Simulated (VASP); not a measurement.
# Li (Fm-3m) in VASP: single point with LDA

Aim: the single point of Li with LDA.

All numbers are computed with VASP 6.6.1; they aren't measurements. Logs are shortened: lines on timing, memory, paths and dates and some standing lists are left out, and cuts for length are marked.

**1. The cell of the first run**

It takes space group Fm-3m (No. 225, cubic). The conventional cell has a = 6.344 Å, b = 6.344 Å, c = 6.344 Å, α = 90.00°, β = 90.00°, γ = 90.00°. Within 3.6 Å of Li (site symmetry -43m) lie 10 Li at 2.75 to 3.17 Å. Within 3.6 Å of Li (site symmetry m-3m) lie 8 Li at 2.75 Å.

This isn't the form of Li at room conditions, which is bcc.

**2. Single point, LDA**

Contents of INCAR:

```
  ALGO = Normal
  EDIFF = 1E-7
  ENCUT = 520
  GGA = CA
  ISIF = 2
  ISMEAR = -1
  LASPH = True
  LCHARG = True
  LELF = True
  LREAL = False
  LVHAR = True
  LWAVE = False
  NBANDS = 12
  NELM = 60
  PREC = Accurate
  SIGMA = 0.1
```

Contents of KPOINTS:

```
k-points
0
Gamma
  6 6 6
```

Contents of POSCAR:

```
Li
1.0
    0.0000000000      3.1718610000      3.1718610000
    3.1718610000      0.0000000000      3.1718610000
    3.1718610000      3.1718610000      0.0000000000
Li
3
Direct
    0.2500000000      0.2500000000      0.2500000000
    0.7500000000      0.7500000000      0.7500000000
    0.5000000000      0.5000000000      0.5000000000
```

Potentials or basis: VASP PAW LDA potentials, release 64 (Li_sv).

The run is started by

```
$ cat potpaw_LDA.64/Li_sv/POTCAR > POTCAR
$ mpirun -np 1 vasp_std > vasp.out
```

OUTCAR:

```text
EDIFF = 1E-7
   ENCUT = 520
   GGA = CA
   ISIF = 2
   ISMEAR = -1
   LASPH = True
   LREAL = False
   NELM = 60
   PREC = Accurate

 ion  position               nearest neighbor table
   1  0.250  0.250  0.250-
   2  0.750  0.750  0.750-
   3  0.500  0.500  0.500-

  LATTYP: Found a face centered cubic cell.
 ALAT       =     6.3437220000

  Lattice vectors:

 A1 = (   0.0000000000,   3.1718610000,   3.1718610000)
 A2 = (   3.1718610000,   0.0000000000,   3.1718610000)
 A3 = (   3.1718610000,   3.1718610000,   0.0000000000)

Analysis of symmetry for initial positions (statically):
=====================================================================
 Subroutine PRICEL returns:
 Original cell was already a primitive cell.

 Routine SETGRP: Setting up the symmetry group for a
 face centered cubic supercell.

 Subroutine GETGRP returns: Found 48 space group operations
 (whereof 48 operations were pure point group operations)
 out of a pool of 48 trial point group operations.

The static configuration has the point symmetry O_h .

Analysis of symmetry for dynamics (positions and initial velocities):
=====================================================================
 Subroutine PRICEL returns:
 Original cell was already a primitive cell.

 Routine SETGRP: Setting up the symmetry group for a
 face centered cubic supercell.

 Subroutine GETGRP returns: Found 48 space group operations
 (whereof 48 operations were pure point group operations)
 out of a pool of 48 trial point group operations.

The dynamic configuration has the point symmetry O_h .

 Subroutine INISYM returns: Found 48 space group operations
 (whereof 48 operations are pure point group operations),
 and found     1 'primitive' translations

----------------------------------------------------------------------------------------

                                     Primitive cell

  volume of cell :      63.8223

  direct lattice vectors                    reciprocal lattice vectors
     0.000000000  3.171861000  3.171861000    -0.157636164  0.157636164  0.157636164
     3.171861000  0.000000000  3.171861000     0.157636164 -0.157636164  0.157636164
     3.171861000  3.171861000  0.000000000     0.157636164  0.157636164 -0.157636164

  length of vectors
     4.485688844  4.485688844  4.485688844     0.273033845  0.273033845  0.273033845

[... 80 lines left out ...]
   ISYM   =      2    0-nonsym 1-usesym 2-fastsym
   POTIM  = 0.5000    time-step for ionic-motion
   TEBEG  =    0.0;   TEEND  =   0.0 temperature during run
   PSTRESS=    0.0 pullay stress
   NELECT =       9.0000    total number of electrons
   NUPDOWN=      -1.0000    fix difference up-down
   EMIN   =  10.00;   EMAX   =-10.00  energy-range for DOS
   EFERMI =   0.00;   METHOD = LEGACY
   ISMEAR =    -1;   SIGMA  =   0.10  broadening in eV -4-tet -1-fermi 0-gaus
   EFERMI_NEDOS =   21; number of points for ismear=-14 and -15
   IALGO  =     38    algorithm
   IMIX   =      4    mixing-type and parameters
     AMIX     =   0.40;   BMIX     =  1.00
     AMIX_MAG =   1.60;   BMIX_MAG =  1.00
  volume/ion in A,a.u.               =      21.27       143.56
  Fermi-wavevector in a.u.,A,eV,Ry     =   0.852115  1.610264  9.879189  0.726100
  Thomas-Fermi vector in A             =   1.968353
   LORBIT       =      0    0 simple, 1 ext, 2 COOP (PROOUT), +10 PAW based schemes
   GGA     = CA    functional components
   LHFCALC =     F    Hartree Fock is set to
   AEXX    =    0.0000 exact exchange contribution
   IVDW    =     0    specifies the selected vdW correction
   LEPSILON=     F    determine dielectric tensor
   LRPA    =     F    only Hartree local field effects (RPA)
 non-spin polarized calculation
  energy-cutoff  :      520.00
  volume of cell :       63.82
 maximum number of plane-waves:      1759
 NGX is ok and might be reduce to    36
   NGX = 17   NGY = 17   NGZ = 17

 number of electron       8.9999991 magnetization

 Free energy of the ion-electron system (eV)
  ---------------------------------------------------
  ext. energy  EPLUGINS =         0.00000000
  ---------------------------------------------------
  free energy    TOTEN  =        -5.40797585 eV

  energy without entropy =       -5.37043079  energy(sigma->0) =       -5.38920332

 E-fermi :   0.5528     XC(G=0):  -6.9957

 val. band max:        0.3560534641   @ k =  -0.3333   0.5000   0.1667
 cond. band min:       0.6168183319   @ k =  -0.3333   0.3333   0.0000
 fundamental gap:      0.2607648678
 Fermi energy:         0.5527847491

 k-point     1 :       0.0000    0.0000    0.0000
  band No.  band energies     occupation
      1     -45.4745      2.00000
      2     -45.4026      2.00000
      3     -45.4002      2.00000
      4      -2.9449      2.00000
      5       4.6689      0.00000
      6       4.6689      0.00000
      7       4.6689      0.00000
      8       5.1360      0.00000
      9       5.1360      0.00000
     10       5.1360      0.00000
     11       8.7631      0.00000
     12       8.7631      0.00000
[... 211 lines left out ...]
 k-point    16 :      -0.3333    0.5000    0.1667
  band No.  band energies     occupation
      1     -45.4590      2.00000
      2     -45.4100      2.00000
      3     -45.4078      2.00000
      4      -0.0908      1.99680
      5       0.3561      1.75464
      6       0.7616      0.22054
      7       0.9842      0.02640
      8       6.1224      0.00000
      9       6.1348      0.00000
     10       8.4887      0.00000
     11       9.5917      0.00000
     12      10.8895      0.00000

------------------------ aborting loop because EDIFF is reached ----------------------------------------

  FORCE on cell =-STRESS in cart. coord.  units (eV):
  Direction    XX          YY          ZZ          XY          YZ          ZX
  --------------------------------------------------------------------------------------
  -------------------------------------------------------------------------------------
  Total        0.3282907      0.3282907      0.3282907      0.0000000      0.0000000      0.0000000
  in kB        8.2413194      8.2413194      8.2413194      0.0000000      0.0000000      0.0000000
  external PRESSURE =       8.2413194 kB  Pullay stress =       0.0000000 kB

 VOLUME and BASIS-vectors are now :
 -----------------------------------------------------------------------------
  energy-cutoff  :      520.00
  volume of cell :       63.82
      direct lattice vectors                 reciprocal lattice vectors
     0.000000000  3.171861000  3.171861000    -0.157636164  0.157636164  0.157636164
     3.171861000  0.000000000  3.171861000     0.157636164 -0.157636164  0.157636164
     3.171861000  3.171861000  0.000000000     0.157636164  0.157636164 -0.157636164

 POSITION                                       TOTAL-FORCE (eV/Angst)
 -----------------------------------------------------------------------------------
      1.58593      1.58593      1.58593        -0.000000     -0.000000     -0.000000
      4.75779      4.75779      4.75779         0.000000      0.000000      0.000000
      3.17186      3.17186      3.17186         0.000000     -0.000000     -0.000000
 -----------------------------------------------------------------------------------
    total drift:                                0.000000      0.000000      0.000000

  FREE ENERGIE OF THE ION-ELECTRON SYSTEM (eV)
  ---------------------------------------------------
  free  energy   TOTEN  =        -5.4079758492 eV

  energy  without entropy=       -5.3704307925  energy(sigma->0) =       -5.38920332
```

OSZICAR:

```text
N       E                     dE             d eps       ncg     rms          rms(c)
DAV:   1     0.359185509738E+02    0.35919E+02   -0.43135E+03   384   0.653E+02
DAV:   2     0.391855403085E+01   -0.32000E+02   -0.31180E+02   444   0.165E+02
DAV:   3    -0.523749539741E+01   -0.91560E+01   -0.90283E+01   760   0.478E+01
DAV:   4    -0.540205802843E+01   -0.16456E+00   -0.16443E+00   504   0.114E+01
DAV:   5    -0.540624018839E+01   -0.41822E-02   -0.41818E-02   612   0.137E+00    0.519E-01
DAV:   6    -0.540710547867E+01   -0.86529E-03   -0.12327E-03   668   0.203E-01    0.315E-01
DAV:   7    -0.540798068502E+01   -0.87521E-03   -0.25992E-03   664   0.285E-01    0.538E-02
DAV:   8    -0.540797352236E+01    0.71627E-05   -0.22111E-04   516   0.128E-01    0.518E-03
DAV:   9    -0.540797587323E+01   -0.23509E-05   -0.21655E-05   580   0.367E-02    0.607E-03
DAV:  10    -0.540797601388E+01   -0.14066E-06   -0.51796E-07   544   0.536E-03    0.789E-03
DAV:  11    -0.540797587239E+01    0.14149E-06   -0.59560E-07   596   0.479E-03    0.141E-03
DAV:  12    -0.540797584915E+01    0.23243E-07   -0.37981E-08   324   0.182E-03
   1 F= -.54079758E+01 E0= -.53892033E+01  d E =-.375451E-01
```

stdout:

```text
POSCAR found type information on POSCAR Li
 POSCAR found :  1 types and       3 ions
 scaLAPACK will be used
 LDA part: xc-table for (Slater(with rela. corr.)+CA(PZ))
 , standard interpolation
 POSCAR, INCAR and KPOINTS ok, starting setup
 FFT: planning ... GRIDC
 FFT: planning ... GRID_SOFT
 FFT: planning ... GRID
 WAVECAR not read
 entering main loop
```

Wall time 23 s (1 thread of Intel Xeon Platinum 8259CL at 2.50GHz (Skylake/Cascade Lake), shared host); peak memory 0.16 GiB.

Results:

```
Free energy            : -5.4080 eV
Band gap on the k mesh : zero (an odd number of electrons rules out a gap without spin polarisation)
```

Levels at points of the mesh, in eV from the Fermi level:
```
           k point  band 1  band 2  band 3  band 4  band 5  band 6  band 7  band 8  band 9
(0.00, 0.00, 0.00)  -46.03  -45.96  -45.95   -3.50    4.12    4.12    4.12    4.58    4.58
(0.50, 0.00, 0.00)  -46.02  -45.96  -45.96   -1.59   -1.28    2.95    2.95    4.41    4.41
(0.50, 0.50, 0.00)  -46.01  -45.96  -45.96   -0.95   -0.44    0.90    0.90    4.29    4.52
```

Caveat: the cutoff is under 1.25 times the usual one of these potentials, so pressure, stress and relaxed cells hold a basis-set (Pulay) error.
